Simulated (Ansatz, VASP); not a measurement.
**Two plane-wave programs on Ag**

```xyz
1
Lattice="0.0000 2.0528 2.0528 2.0528 0.0000 2.0528 2.0528 2.0528 0.0000" Properties=species:S:1:pos:R:3 pbc="T T T"
Ag    0.0000    0.0000    0.0000
```

Alike in both runs: functional r2SCAN; k mesh 23 × 23 × 23; no spin polarisation.

Ansatz relaxed the structure, and its values are those at the end. VASP's run is a single point on that final structure, the one shown.

|  | VASP | Ansatz |
| --- | --- | --- |
| version | VASP 6.6.1 | Ansatz 0.2.0 |
| potentials or method | VASP PAW PBE potentials, release 64 (Ag) | plane-wave PAW, scalar-relativistic |
| plane-wave cutoff (eV) | 520 | 500 |
| occupations | methfessel-paxton of order 1, width 0.1 eV | cold, width 0.1 eV |
| valence electrons in the cell | 11 | 19 |

VASP gave:

```
pressure (GPa) : 0.1
```

Which values does Ansatz return?

Pressure (GPa): 0.0.

VASP's potentials were made for PBE, not for r2SCAN. VASP's potentials hold 11 valence electrons a cell and Ansatz's 19, so a difference there can come from the potentials and not from the codes.
